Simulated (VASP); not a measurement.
# Nb2AlC (P6_3/mmc) in VASP: notebook

Runs on Nb2AlC. Level: LDA. Tasks: single point.

Program: VASP 6.6.1. These are calculated values, not measurements. Logs are shortened: lines on timing, memory, paths and dates and some standing lists are left out, and cuts for length are marked.

## Step 1: The cell of the first run

The structure is hexagonal, space group P6_3/mmc (No. 194). The conventional cell has a = 3.143 Å, b = 3.143 Å, c = 14.030 Å, α = 90.00°, β = 90.00°, γ = 120.00°. Within 4.0 Å of Al (site symmetry -6m2) lie 6 Nb at 2.89 Å and 6 Al at 3.14 Å and 6 C at 3.95 Å. Nb (site symmetry 3m) has 3 C at 2.21 Å and 3 Al at 2.89 Å within 2.9 Å. Within 2.9 Å of C (site symmetry -3m) lie 6 Nb at 2.21 Å.

## Step 2: Single point, LDA

The input, INCAR:

```
SYSTEM = Nb2AlC
PREC = Accurate ; ENCUT = 520
EDIFF = 1E-7 ; ISMEAR = -1
SIGMA = 0.1 ; LREAL = .False.
LASPH = .True. ; NELM = 80
ALGO = Normal ; ISIF = 2
LWAVE = .False. ; LCHARG = .False.
GGA = CA ; NBANDS = 43
```

The input, KPOINTS:

```
Automatic mesh
0
Gamma
  10 10 2
  0 0 0
```

The input, POSCAR:

```
Nb2AlC
1.0
    3.1432498742      0.0000000000      0.0000000000
   -1.5716249371      2.7221342968      0.0000000000
    0.0000000000      0.0000000000     14.0303737629
Al Nb C
2 4 2
Direct
    0.3333333333      0.6666666667      0.7500000000
    0.6666666667      0.3333333333      0.2500000000
    0.3333333333      0.6666666667      0.0897490000
    0.6666666667      0.3333333333      0.5897490000
    0.6666666667      0.3333333333      0.9102510000
    0.3333333333      0.6666666667      0.4102510000
    0.0000000000      0.0000000000      0.0000000000
    0.0000000000      0.0000000000      0.5000000000
```

Potentials or basis: VASP PAW LDA potentials, release 64 (Al, Nb_sv, C).

The run is started by

```bash
$ cat potpaw_LDA.64/Al/POTCAR potpaw_LDA.64/Nb_sv/POTCAR potpaw_LDA.64/C/POTCAR > POTCAR
$ mpirun -np 1 vasp_std > vasp.out
```

OUTCAR:

```text
SYSTEM = Nb2AlC
   PREC = Accurate
   ENCUT = 520
   EDIFF = 1E-7
   ISMEAR = -1
   LREAL = .False.
   LASPH = .True.
   NELM = 80
   ISIF = 2
   GGA = CA

 ion  position               nearest neighbor table
   1  0.333  0.667  0.750-   4 2.89   5 2.89   4 2.89   5 2.89   4 2.89   5 2.89
   2  0.667  0.333  0.250-   3 2.89   6 2.89   3 2.89   6 2.89   3 2.89   6 2.89
   3  0.333  0.667  0.090-   7 2.21   7 2.21   7 2.21   2 2.89   2 2.89   2 2.89
   4  0.667  0.333  0.590-   8 2.21   8 2.21   8 2.21   1 2.89   1 2.89   1 2.89
   5  0.667  0.333  0.910-   7 2.21   7 2.21   7 2.21   1 2.89   1 2.89   1 2.89
   6  0.333  0.667  0.410-   8 2.21   8 2.21   8 2.21   2 2.89   2 2.89   2 2.89
   7  0.000  0.000  0.000-   3 2.21   5 2.21   5 2.21   3 2.21   5 2.21   3 2.21
   8  0.000  0.000  0.500-   4 2.21   6 2.21   4 2.21   6 2.21   4 2.21   6 2.21

  LATTYP: Found a hexagonal cell.
 ALAT       =     3.1432498742
 C/A-ratio  =     4.4636520558

  Lattice vectors:

 A1 = (   3.1432498742,   0.0000000000,   0.0000000000)
 A2 = (  -1.5716249371,   2.7221342968,   0.0000000000)
 A3 = (   0.0000000000,   0.0000000000,  14.0303737629)

Analysis of symmetry for initial positions (statically):
=====================================================================
 Subroutine PRICEL returns:
 Original cell was already a primitive cell.

 Routine SETGRP: Setting up the symmetry group for a
 hexagonal supercell.

 Subroutine GETGRP returns: Found 24 space group operations
 (whereof 12 operations were pure point group operations)
 out of a pool of 24 trial point group operations.

The static configuration has the point symmetry D_3d.
 The point group associated with its full space group is D_6h.

Analysis of symmetry for dynamics (positions and initial velocities):
=====================================================================
 Subroutine PRICEL returns:
 Original cell was already a primitive cell.

 Routine SETGRP: Setting up the symmetry group for a
 hexagonal supercell.

 Subroutine GETGRP returns: Found 24 space group operations
 (whereof 12 operations were pure point group operations)
 out of a pool of 24 trial point group operations.

The dynamic configuration has the point symmetry D_3d.
 The point group associated with its full space group is D_6h.

 Subroutine INISYM returns: Found 24 space group operations
 (whereof 12 operations are pure point group operations),
 and found     1 'primitive' translations

----------------------------------------------------------------------------------------

                                     Primitive cell

  volume of cell :     120.0488

  direct lattice vectors                    reciprocal lattice vectors
     3.143249874  0.000000000  0.000000000     0.318142063  0.183679402  0.000000000
    -1.571624937  2.722134297  0.000000000     0.000000000  0.367358804  0.000000000
     0.000000000  0.000000000 14.030373763     0.000000000  0.000000000  0.071273939

  length of vectors
     3.143249874  3.143249922 14.030373763     0.367358810  0.367358804  0.071273939

  position of ions in fractional coordinates (direct lattice)
     0.333333333  0.666666667  0.750000000
     0.666666667  0.333333333  0.250000000
     0.333333333  0.666666667  0.089749000
     0.666666667  0.333333333  0.589749000
     0.666666667  0.333333333  0.910251000
     0.333333333  0.666666667  0.410251000
     0.000000000  0.000000000  0.000000000
     0.000000000  0.000000000  0.500000000

  ion indices of the primitive-cell ions
   primitive index   ion index
                 1           1
                 2           2
                 3           3
                 4           4
                 5           5
                 6           6
                 7           7
                 8           8

----------------------------------------------------------------------------------------

 KPOINTS: Automatic mesh

Automatic generation of k-mesh.
 Grid dimensions read from file:
 generate k-points for:   10   10    2

 Generating k-lattice:

  Cartesian coordinates                     Fractional coordinates (reciprocal lattice)
     0.031814206  0.018367940  0.000000000     0.100000000  0.000000000  0.000000000
     0.000000000  0.036735880  0.000000000     0.000000000  0.100000000  0.000000000
     0.000000000  0.000000000  0.035636969     0.000000000  0.000000000  0.500000000

  Length of vectors
     0.036735881  0.036735880  0.035636969

  Shift w.r.t. Gamma in fractional coordinates (k-lattice)
     0.000000000  0.000000000  0.000000000

 Subroutine IBZKPT returns following result:
 ===========================================

 Found     28 irreducible k-points:

 Following reciprocal coordinates:
            Coordinates               Weight
  0.000000  0.000000  0.000000      1.000000
  0.100000  0.000000  0.000000      6.000000
  0.200000  0.000000  0.000000      6.000000
  0.300000  0.000000  0.000000      6.000000
  0.400000 -0.000000  0.000000      6.000000
  0.500000  0.000000  0.000000      3.000000
[... 16 lines left out ...]
  0.300000  0.100000  0.500000     12.000000
  0.400000  0.100000  0.500000     12.000000
 [... further k-points ...]
   k-points           NKPTS =     28   k-points in BZ     NKDIM =     28   number of bands    NBANDS=     43
   number of dos      NEDOS =    301   number of ions     NIONS =      8
   total plane-waves  NPLWV =  62208
   dimension x,y,z NGX =    24 NGY =   24 NGZ =  108
   dimension x,y,z NGXF=    48 NGYF=   48 NGZF=  216
   ions per type =               2   4   2
   NGX,Y,Z   is equivalent  to a cutoff of  12.69, 12.69, 12.80 a.u.
   NGXF,Y,Z  is equivalent  to a cutoff of  25.39, 25.39, 25.59 a.u.
 SYSTEM =  Nb2AlC
   PREC   = accura    normal or accurate (medium, high low for compatibility)
   ISTART =      0    job   : 0-new  1-cont  2-samecut
   ICHARG =      2    charge: 1-file 2-atom 10-const
   ISPIN  =      1    spin polarized calculation?
   LNONCOLLINEAR =      F non collinear calculations
   LSORBIT =      F    spin-orbit coupling
   LASPH  =      T    aspherical Exc in radial PAW
   ENCUT  =  520.0 eV  38.22 Ry    6.18 a.u.   5.84  5.84 26.09*2*pi/ulx,y,z
   NELM   =     80;   NELMIN=  2; NELMDL= -5     # of ELM steps
   EDIFF  = 0.1E-06   stopping-criterion for ELM
   LREAL  =      F    real-space projection
   EDIFFG = 0.1E-05   stopping-criterion for IOM
   NSW    =      0    number of steps for IOM
   IBRION =     -1    ionic relax: 0-MD 1-quasi-New 2-CG
   NFREE  =      0    steps in history (QN), initial steepest desc. (CG)
   ISIF   =      2    stress and relaxation
   ISYM   =      2    0-nonsym 1-usesym 2-fastsym
   POTIM  = 0.5000    time-step for ionic-motion
   TEBEG  =    0.0;   TEEND  =   0.0 temperature during run
   PSTRESS=    0.0 pullay stress
   NELECT =      66.0000    total number of electrons
   NUPDOWN=      -1.0000    fix difference up-down
   EMIN   =  10.00;   EMAX   =-10.00  energy-range for DOS
   EFERMI =   0.00;   METHOD = LEGACY
   ISMEAR =    -1;   SIGMA  =   0.10  broadening in eV -4-tet -1-fermi 0-gaus
   EFERMI_NEDOS =   21; number of points for ismear=-14 and -15
   IALGO  =     38    algorithm
   IMIX   =      4    mixing-type and parameters
     AMIX     =   0.40;   BMIX     =  1.00
     AMIX_MAG =   1.60;   BMIX_MAG =  1.00
  volume/ion in A,a.u.               =      15.01       101.27
  Fermi-wavevector in a.u.,A,eV,Ry     =   1.341128  2.534365 24.471771  1.798624
  Thomas-Fermi vector in A             =   2.469386
   LORBIT       =      0    0 simple, 1 ext, 2 COOP (PROOUT), +10 PAW based schemes
   GGA     = CA    functional components
   LHFCALC =     F    Hartree Fock is set to
   AEXX    =    0.0000 exact exchange contribution
   IVDW    =     0    specifies the selected vdW correction
   LEPSILON=     F    determine dielectric tensor
   LRPA    =     F    only Hartree local field effects (RPA)
 non-spin polarized calculation
  energy-cutoff  :      520.00
  volume of cell :      120.05
 maximum number of plane-waves:      3260
 NGX is ok and might be reduce to    24
   NGX = 11   NGY = 11   NGZ = 53

 number of electron      65.9999995 magnetization

 Free energy of the ion-electron system (eV)
  ---------------------------------------------------
  ext. energy  EPLUGINS =         0.00000000
  ---------------------------------------------------
  free energy    TOTEN  =       -78.02987921 eV

  energy without entropy =      -77.92741763  energy(sigma->0) =      -77.97864842

 E-fermi :   9.8182     XC(G=0): -11.9629

 val. band max:        9.8037229709   @ k =   0.1000   0.1000   0.5000
 cond. band min:       9.9210237342   @ k =   0.1000   0.1000   0.0000
 fundamental gap:      0.1173007632
 Fermi energy:         9.8181803650

 k-point     1 :       0.0000    0.0000    0.0000
  band No.  band energies     occupation
      1     -45.0530      2.00000
      2     -45.0528      2.00000
      3     -44.9841      2.00000
      4     -44.9839      2.00000
      5     -21.6209      2.00000
      6     -21.6144      2.00000
[... 35 lines left out ...]
     42      11.7934      0.00000
     43      12.6931      0.00000

 k-point     2 :       0.1000    0.0000    0.0000
  band No.  band energies     occupation
      1     -45.0444      2.00000
      2     -45.0443      2.00000
      3     -44.9785      2.00000
      4     -44.9783      2.00000
      5     -21.6046      2.00000
      6     -21.5984      2.00000
[... 35 lines left out ...]
     42      11.9966      0.00000
     43      13.3375      0.00000

 k-point     3 :       0.2000    0.0000    0.0000
  band No.  band energies     occupation
      1     -45.0216      2.00000
      2     -45.0215      2.00000
      3     -44.9642      2.00000
      4     -44.9640      2.00000
      5     -21.5658      2.00000
      6     -21.5607      2.00000
[... 919 lines left out ...]
      6     -21.5698      2.00000
[... 35 lines left out ...]
     42      12.7930      0.00000
     43      13.6649      0.00000

 k-point    24 :       0.4000    0.1000    0.5000
  band No.  band energies     occupation
      1     -44.9553      2.00000
      2     -44.9553      2.00000
      3     -44.9324      2.00000
      4     -44.9324      2.00000
      5     -21.6405      2.00000
      6     -21.6405      2.00000
[... 35 lines left out ...]
     42      13.2347      0.00000
     43      13.5132      0.00000

 [... further k-points ...]

------------------------ aborting loop because EDIFF is reached ----------------------------------------

  FORCE on cell =-STRESS in cart. coord.  units (eV):
  Direction    XX          YY          ZZ          XY          YZ          ZX
  --------------------------------------------------------------------------------------
  -------------------------------------------------------------------------------------
  Total       -9.4777726     -9.4777730    -10.2275035      0.0000000      0.0000000     -0.0000000
  in kB     -126.4908684   -126.4908735   -136.4968177      0.0000000      0.0000000     -0.0000000
  external PRESSURE =    -129.8261865 kB  Pullay stress =       0.0000000 kB

 VOLUME and BASIS-vectors are now :
 -----------------------------------------------------------------------------
  energy-cutoff  :      520.00
  volume of cell :      120.05
      direct lattice vectors                 reciprocal lattice vectors
     3.143249874  0.000000000  0.000000000     0.318142063  0.183679402  0.000000000
    -1.571624937  2.722134297  0.000000000     0.000000000  0.367358804  0.000000000
     0.000000000  0.000000000 14.030373763     0.000000000  0.000000000  0.071273939

 POSITION                                       TOTAL-FORCE (eV/Angst)
 -----------------------------------------------------------------------------------
     -0.00000      1.81476     10.52278         0.000000      0.000000      0.000000
      1.57162      0.90738      3.50759        -0.000000      0.000000      0.000000
     -0.00000      1.81476      1.25921        -0.000000     -0.000000     -0.979293
      1.57162      0.90738      8.27440         0.000000      0.000000     -0.979293
      1.57162      0.90738     12.77116         0.000000      0.000000      0.979293
     -0.00000      1.81476      5.75597        -0.000000     -0.000000      0.979293
      0.00000      0.00000      0.00000        -0.000000      0.000000      0.000000
      0.00000      0.00000      7.01519        -0.000000      0.000000      0.000000
 -----------------------------------------------------------------------------------
    total drift:                               -0.000000      0.000000     -0.000000

  FREE ENERGIE OF THE ION-ELECTRON SYSTEM (eV)
  ---------------------------------------------------
  free  energy   TOTEN  =       -78.0298792075 eV

  energy  without entropy=      -77.9274176251  energy(sigma->0) =      -77.97864842
```

Wall time 2.4 min (1 thread of Intel Xeon Platinum 8488C (Sapphire Rapids), shared host); peak memory 0.27 GiB.

What came out:

- Free energy: -78.0299 eV
- Pressure: -13.0 GPa
- Largest force: 0.979 eV/Å
- Band gap on the k mesh: zero (bands 33 and 34 overlap by 2.29 eV)

Forces on the atoms (eV/Å):
```
Al   0.000  0.000  0.000
Al   0.000  0.000  0.000
Nb   0.000  0.000 -0.979
Nb   0.000  0.000 -0.979
Nb   0.000  0.000  0.979
Nb   0.000  0.000  0.979
C    0.000  0.000  0.000
C    0.000  0.000  0.000
```

Caveat: the cell stands under tension.

## Step 3: Single point, LDA

This run uses another cell than the first one, of 15.30 Å³/atom.

The input, INCAR:

```
  ALGO = Normal
  EDIFF = 1E-6
  ENCUT = 520
  ISIF = 2
  ISMEAR = -1
  LASPH = True
  LCHARG = True
  LELF = True
  LREAL = False
  LVHAR = True
  LWAVE = False
  NBANDS = 43
  NELM = 60
  PREC = Accurate
  SIGMA = 0.1
```

The input, KPOINTS:

```
k-points
0
Gamma
  10 10 2
```

POSCAR, as its differences from that of step 2:

```diff
@@ -2,5 +2,5 @@
 1.0
-    3.1432498742      0.0000000000      0.0000000000
-   -1.5716249371      2.7221342968      0.0000000000
-    0.0000000000      0.0000000000     14.0303737629
+    3.1636611596      0.0000000000      0.0000000000
+   -1.5818305798      2.7398109888      0.0000000000
+    0.0000000000      0.0000000000     14.1214826390
 Al Nb C
```

Potentials or basis: VASP PAW LDA potentials, release 64 (Al, Nb_sv, C).

The run is started by

```bash
$ cat potpaw_LDA.64/Al/POTCAR potpaw_LDA.64/Nb_sv/POTCAR potpaw_LDA.64/C/POTCAR > POTCAR
$ mpirun -np 1 vasp_std > vasp.out
```

It took 2.2 min on 1 thread of Intel Xeon Platinum 8488C (Sapphire Rapids), shared host; peak memory 0.27 GiB.

Results (log left out):

```yaml
Free_energy: -77.8169 eV
Pressure: -16.1 GPa
Largest_force: 1.152 eV/Å
Band_gap_on_the_k_mesh: zero (bands 33 and 34 overlap by 2.22 eV)
```

Forces in eV/Å, atoms in the order of the input:
```
Al   0.000  0.000  0.000
Al   0.000  0.000  0.000
Nb   0.000  0.000 -1.152
Nb   0.000  0.000 -1.152
Nb   0.000  0.000  1.152
Nb   0.000  0.000  1.152
C    0.000  0.000  0.000
C    0.000  0.000  0.000
```

Stress tensor (GPa, compression positive):
```
-15.74   0.00   0.00
  0.00 -15.74   0.00
  0.00   0.00 -16.91
```

Levels at points of the mesh, in eV from the Fermi level:
```csv
k point,band 30,band 31,band 32,band 33,band 34,band 35,band 36,band 37
"(0.00, 0.00, 0.00)",-0.87,-0.33,-0.33,-0.30,-0.30,0.93,0.93,1.04
"(0.50, 0.00, 0.00)",-2.48,-1.40,-1.30,1.00,1.30,1.55,1.60,1.75
"(0.00, 0.00, 0.50)",-1.05,-0.32,-0.32,-0.32,-0.32,0.98,0.98,0.98
"(0.50, 0.00, 0.50)",-2.69,-1.35,-1.35,1.38,1.38,1.49,1.49,1.73
```

Caveat: the cell stands under tension; forces of over 1 eV/Å act on the atoms, so gaps and moduli don't describe the material at rest.

The gap in the log of VASP goes by the Fermi energy; the results here count the filled bands.